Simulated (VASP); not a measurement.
# Te (Im-3m) in VASP: notebook

Runs on Te. Level: PBE. Tasks: single point, relaxation of cell and atoms.

Everything below comes from runs of VASP 6.6.1. Logs are shortened: lines on timing, memory, paths and dates and some standing lists are left out, and cuts for length are marked.

### 1 The cell of the first run

It takes space group Im-3m (No. 229, cubic). The conventional cell has a = 3.819 Å, b = 3.819 Å, c = 3.819 Å, α = 90.00°, β = 90.00°, γ = 90.00°. Te (site symmetry m-3m) has 14 Te at 3.31 to 3.82 Å within 4.3 Å.

This isn't the form of Te at room conditions, which is trigonal, of chains.

### 2 Single point, PBE

The input, INCAR:

```
SYSTEM = Te
  PREC = Accurate
  ENCUT = 520
  EDIFF = 1E-7
  ISMEAR = -1
  SIGMA = 0.08
  LREAL = .FALSE.
  LASPH = .TRUE.
  NELM = 80
  ALGO = Normal
  ISIF = 2
  LWAVE = .FALSE.
  LCHARG = .FALSE.
  GGA = PE
  NBANDS = 9
```

The input, KPOINTS:

```
regular mesh
0
G
  14 14 14
  0 0 0
```

The input, POSCAR:

```
Te
1.0
   -1.9094265695      1.9094265695      1.9094265695
    1.9094265695     -1.9094265695      1.9094265695
    1.9094265695      1.9094265695     -1.9094265695
Te
1
Direct
    0.0000000000      0.0000000000      0.0000000000
```

Potentials or basis: VASP PAW PBE potentials, release 64 (Te).

Launch:

```bash
$ cat potpaw_PBE.64/Te/POTCAR > POTCAR
$ mpirun -np 1 vasp_std > vasp.out
```

OUTCAR:

```text
SYSTEM = Te
   PREC = Accurate
   ENCUT = 520
   EDIFF = 1E-7
   ISMEAR = -1
   LREAL = .FALSE.
   LASPH = .TRUE.
   NELM = 80
   ISIF = 2
   GGA = PE

 ion  position               nearest neighbor table
   1  0.000  0.000  0.000-

  LATTYP: Found a body centered cubic cell.
 ALAT       =     3.8188531390

  Lattice vectors:

 A1 = (  -1.9094265695,   1.9094265695,   1.9094265695)
 A2 = (   1.9094265695,  -1.9094265695,   1.9094265695)
 A3 = (   1.9094265695,   1.9094265695,  -1.9094265695)

Analysis of symmetry for initial positions (statically):
=====================================================================
 Subroutine PRICEL returns:
 Original cell was already a primitive cell.

 Routine SETGRP: Setting up the symmetry group for a
 body centered cubic supercell.

 Subroutine GETGRP returns: Found 48 space group operations
 (whereof 48 operations were pure point group operations)
 out of a pool of 48 trial point group operations.

The static configuration has the point symmetry O_h .

Analysis of symmetry for dynamics (positions and initial velocities):
=====================================================================
 Subroutine PRICEL returns:
 Original cell was already a primitive cell.

 Routine SETGRP: Setting up the symmetry group for a
 body centered cubic supercell.

 Subroutine GETGRP returns: Found 48 space group operations
 (whereof 48 operations were pure point group operations)
 out of a pool of 48 trial point group operations.

The dynamic configuration has the point symmetry O_h .

 Subroutine INISYM returns: Found 48 space group operations
 (whereof 48 operations are pure point group operations),
 and found     1 'primitive' translations

----------------------------------------------------------------------------------------

                                     Primitive cell

  volume of cell :      27.8464

  direct lattice vectors                    reciprocal lattice vectors
    -1.909426569  1.909426569  1.909426569     0.000000000  0.261858721  0.261858721
     1.909426569 -1.909426569  1.909426569     0.261858721  0.000000000  0.261858721
     1.909426569  1.909426569 -1.909426569     0.261858721  0.261858721  0.000000000

  length of vectors
     3.307223832  3.307223832  3.307223832     0.370324155  0.370324155  0.370324155

  position of ions in fractional coordinates (direct lattice)
     0.000000000  0.000000000  0.000000000

  ion indices of the primitive-cell ions
   primitive index   ion index
                 1           1

----------------------------------------------------------------------------------------

 KPOINTS: regular mesh

Automatic generation of k-mesh.
 Grid dimensions read from file:
 generate k-points for:   14   14   14

 Generating k-lattice:

  Cartesian coordinates                     Fractional coordinates (reciprocal lattice)
     0.000000000  0.018704194  0.018704194     0.071428571  0.000000000  0.000000000
     0.018704194  0.000000000  0.018704194     0.000000000  0.071428571  0.000000000
     0.018704194  0.018704194  0.000000000     0.000000000  0.000000000  0.071428571

  Length of vectors
     0.026451725  0.026451725  0.026451725

  Shift w.r.t. Gamma in fractional coordinates (k-lattice)
     0.000000000  0.000000000  0.000000000

 Subroutine IBZKPT returns following result:
 ===========================================

 Found    104 irreducible k-points:

 Following reciprocal coordinates:
            Coordinates               Weight
  0.000000  0.000000  0.000000      1.000000
  0.071429  0.000000  0.000000     12.000000
  0.142857  0.000000  0.000000     12.000000
  0.214286  0.000000  0.000000     12.000000
  0.285714  0.000000  0.000000     12.000000
  0.357143  0.000000  0.000000     12.000000
[... 16 lines left out ...]
  0.285714  0.285714  0.000000     24.000000
  0.357143  0.285714  0.000000     24.000000
 [... further k-points ...]
   k-points           NKPTS =    104   k-points in BZ     NKDIM =    104   number of bands    NBANDS=      9
   number of dos      NEDOS =    301   number of ions     NIONS =      1
   total plane-waves  NPLWV =  21952
   dimension x,y,z NGX =    28 NGY =   28 NGZ =   28
   dimension x,y,z NGXF=    56 NGYF=   56 NGZF=   56
   ions per type =               1
   NGX,Y,Z   is equivalent  to a cutoff of  14.07, 14.07, 14.07 a.u.
   NGXF,Y,Z  is equivalent  to a cutoff of  28.15, 28.15, 28.15 a.u.
 SYSTEM =  Te
   PREC   = accura    normal or accurate (medium, high low for compatibility)
   ISTART =      0    job   : 0-new  1-cont  2-samecut
   ICHARG =      2    charge: 1-file 2-atom 10-const
   ISPIN  =      1    spin polarized calculation?
   LNONCOLLINEAR =      F non collinear calculations
   LSORBIT =      F    spin-orbit coupling
   LASPH  =      T    aspherical Exc in radial PAW
   ENCUT  =  520.0 eV  38.22 Ry    6.18 a.u.   6.15  6.15  6.15*2*pi/ulx,y,z
   NELM   =     80;   NELMIN=  2; NELMDL= -5     # of ELM steps
   EDIFF  = 0.1E-06   stopping-criterion for ELM
   LREAL  =      F    real-space projection
   EDIFFG = 0.1E-05   stopping-criterion for IOM
   NSW    =      0    number of steps for IOM
   IBRION =     -1    ionic relax: 0-MD 1-quasi-New 2-CG
   NFREE  =      0    steps in history (QN), initial steepest desc. (CG)
   ISIF   =      2    stress and relaxation
   ISYM   =      2    0-nonsym 1-usesym 2-fastsym
   POTIM  = 0.5000    time-step for ionic-motion
   TEBEG  =    0.0;   TEEND  =   0.0 temperature during run
   PSTRESS=    0.0 pullay stress
   NELECT =       6.0000    total number of electrons
   NUPDOWN=      -1.0000    fix difference up-down
   EMIN   =  10.00;   EMAX   =-10.00  energy-range for DOS
   EFERMI =   0.00;   METHOD = LEGACY
   ISMEAR =    -1;   SIGMA  =   0.08  broadening in eV -4-tet -1-fermi 0-gaus
   EFERMI_NEDOS =   21; number of points for ismear=-14 and -15
   IALGO  =     38    algorithm
   IMIX   =      4    mixing-type and parameters
     AMIX     =   0.40;   BMIX     =  1.00
     AMIX_MAG =   1.60;   BMIX_MAG =  1.00
  volume/ion in A,a.u.               =      27.85       187.92
  Fermi-wavevector in a.u.,A,eV,Ry     =   0.981452  1.854675 13.105779  0.963248
  Thomas-Fermi vector in A             =   2.112459
   LORBIT       =      0    0 simple, 1 ext, 2 COOP (PROOUT), +10 PAW based schemes
   GGA     = PE    functional components
   LHFCALC =     F    Hartree Fock is set to
   AEXX    =    0.0000 exact exchange contribution
   IVDW    =     0    specifies the selected vdW correction
   LEPSILON=     F    determine dielectric tensor
   LRPA    =     F    only Hartree local field effects (RPA)
 non-spin polarized calculation
  energy-cutoff  :      520.00
  volume of cell :       27.85
 maximum number of plane-waves:       767
 NGX is ok and might be reduce to    28
   NGX = 13   NGY = 13   NGZ = 13

 number of electron       6.0000001 magnetization

 Free energy of the ion-electron system (eV)
  ---------------------------------------------------
  ext. energy  EPLUGINS =         0.00000000
  ---------------------------------------------------
  free energy    TOTEN  =        -2.83958119 eV

  energy without entropy =       -2.82298827  energy(sigma->0) =       -2.83128473

 E-fermi :   8.1289     XC(G=0): -10.1756

 val. band max:        8.0778368174   @ k =  -0.3571   0.5000   0.2143
 cond. band min:       8.1645739561   @ k =  -0.2143   0.2143   0.2143
 fundamental gap:      0.0867371387
 Fermi energy:         8.1288578083

 k-point     1 :       0.0000    0.0000    0.0000
  band No.  band energies     occupation
      1      -5.8838      2.00000
      2      11.2517      0.00000
      3      11.2517      0.00000
      4      11.2517      0.00000
      5      18.0789      0.00000
      6      18.0789      0.00000
      7      18.0789      0.00000
      8      18.2324      0.00000
      9      20.0587      0.00000

 k-point     2 :       0.0714    0.0000    0.0000
  band No.  band energies     occupation
      1      -5.7887      2.00000
      2      10.5716      0.00000
      3      11.0066      0.00000
      4      11.2018      0.00000
      5      17.5571      0.00000
      6      17.5579      0.00000
      7      18.4820      0.00000
      8      18.8072      0.00000
      9      19.3713      0.00000

 k-point     3 :       0.1429    0.0000    0.0000
  band No.  band energies     occupation
      1      -5.5062      2.00000
      2       9.0242      0.00003
      3      10.4201      0.00000
      4      11.0592      0.00000
      5      16.4392      0.00000
      6      16.7264      0.00000
      7      19.0455      0.00000
      8      19.2388      0.00000
      9      19.5410      0.00000

 k-point     4 :       0.2143    0.0000    0.0000
  band No.  band energies     occupation
      1      -5.0457      2.00000
      2       7.2085      1.99998
      3       9.7357      0.00000
      4      10.8488      0.00000
      5      15.4367      0.00000
      6      15.9807      0.00000
      7      19.0158      0.00000
      8      19.6171      0.00000
      9      21.0091      0.00000
[... 205 lines left out ...]
 k-point    22 :       0.3571    0.2143    0.0000
  band No.  band energies     occupation
      1      -2.4403      2.00000
      2       2.8775      2.00000
      3       5.5274      2.00000
      4       9.2194      0.00000
      5      15.2478      0.00000
      6      17.6760      0.00000
      7      19.8419      0.00000
      8      20.5540      0.00000
      9      24.6419      0.00000

 k-point    23 :       0.2857    0.2857    0.0000
  band No.  band energies     occupation
      1      -2.4077      2.00000
      2       3.3194      2.00000
      3       4.8154      2.00000
      4       9.1538      0.00001
      5      15.6112      0.00000
      6      17.6298      0.00000
      7      19.7521      0.00000
      8      21.6898      0.00000
      9      22.9786      0.00000

 k-point    24 :       0.3571    0.2857    0.0000
  band No.  band energies     occupation
      1      -2.2044      2.00000
      2       3.3232      2.00000
      3       4.3326      2.00000
      4       9.0883      0.00001
      5      15.7003      0.00000
      6      18.1188      0.00000
      7      18.9940      0.00000
      8      22.0853      0.00000
      9      24.0850      0.00000

 [... further k-points ...]
[... 5 lines left out ...]
  --------------------------------------------------------------------------------------
  -------------------------------------------------------------------------------------
  Total        0.2607727      0.2607727      0.2607727     -0.0000000     -0.0000000     -0.0000000
  in kB       15.0038884     15.0038884     15.0038884     -0.0000000     -0.0000000     -0.0000000
  external PRESSURE =      15.0038884 kB  Pullay stress =       0.0000000 kB

 VOLUME and BASIS-vectors are now :
 -----------------------------------------------------------------------------
  energy-cutoff  :      520.00
  volume of cell :       27.85
      direct lattice vectors                 reciprocal lattice vectors
    -1.909426569  1.909426569  1.909426569     0.000000000  0.261858721  0.261858721
     1.909426569 -1.909426569  1.909426569     0.261858721  0.000000000  0.261858721
     1.909426569  1.909426569 -1.909426569     0.261858721  0.261858721  0.000000000

 POSITION                                       TOTAL-FORCE (eV/Angst)
 -----------------------------------------------------------------------------------
      0.00000      0.00000      0.00000        -0.000000      0.000000     -0.000000
 -----------------------------------------------------------------------------------
    total drift:                                0.000000      0.000000      0.000000

  FREE ENERGIE OF THE ION-ELECTRON SYSTEM (eV)
  ---------------------------------------------------
  free  energy   TOTEN  =        -2.8395811871 eV

  energy  without entropy=       -2.8229882698  energy(sigma->0) =       -2.83128473
```

Run time: 18 s. Hardware: 1 thread of AMD EPYC 9R45 (Zen 5), shared host; peak memory 0.14 GiB.

Results:

- Free energy: -2.8396 eV
- Pressure: 1.5 GPa
- Band gap on the k mesh: zero (bands 3 and 4 overlap by 6.12 eV)

Caveat: spin-orbit coupling is left out, which moves the levels of the heavy elements.

(Part 1 of 2 ends here.)
